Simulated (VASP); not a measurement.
A run of VASP 6.6.1:

Contents of INCAR:

```
SYSTEM = WC
PREC = Accurate
ENCUT = 520
EDIFF = 1E-6
ISMEAR = -1
SIGMA = 0.05
LREAL = .FALSE.
LASPH = .TRUE.
NELM = 80
ALGO = Normal
ISIF = 2
LWAVE = .FALSE.
LCHARG = .FALSE.
GGA = CA
NBANDS = 16
```

Contents of KPOINTS:

```
regular mesh
0
G
  8 8 8
  0 0 0
```

Contents of POSCAR:

```
WC
1.0
    0.0000000000      2.1926840000      2.1926840000
    2.1926840000      0.0000000000      2.1926840000
    2.1926840000      2.1926840000      0.0000000000
W C
1 1
Direct
   -0.0192197738      0.0232979944      0.0089042725
    0.5420484321      0.5098380878      0.4990934791
```

Potentials or basis: VASP PAW LDA potentials, release 64 (W_sv, C).

Command:

```bash
$ cat potpaw_LDA.64/W_sv/POTCAR potpaw_LDA.64/C/POTCAR > POTCAR
$ mpirun -np 1 vasp_std > vasp.out
```

Hardware: 1 thread of Intel(R) Xeon(R) 6975P-C (Granite Rapids), on a shared host.

Question: Estimate the wall time of this run.

Answer: It took 21 s on 1 thread of Intel(R) Xeon(R) 6975P-C (Granite Rapids), on a shared host, peak memory 0.19 GiB. Counts: scf iterations 12, k points 260.
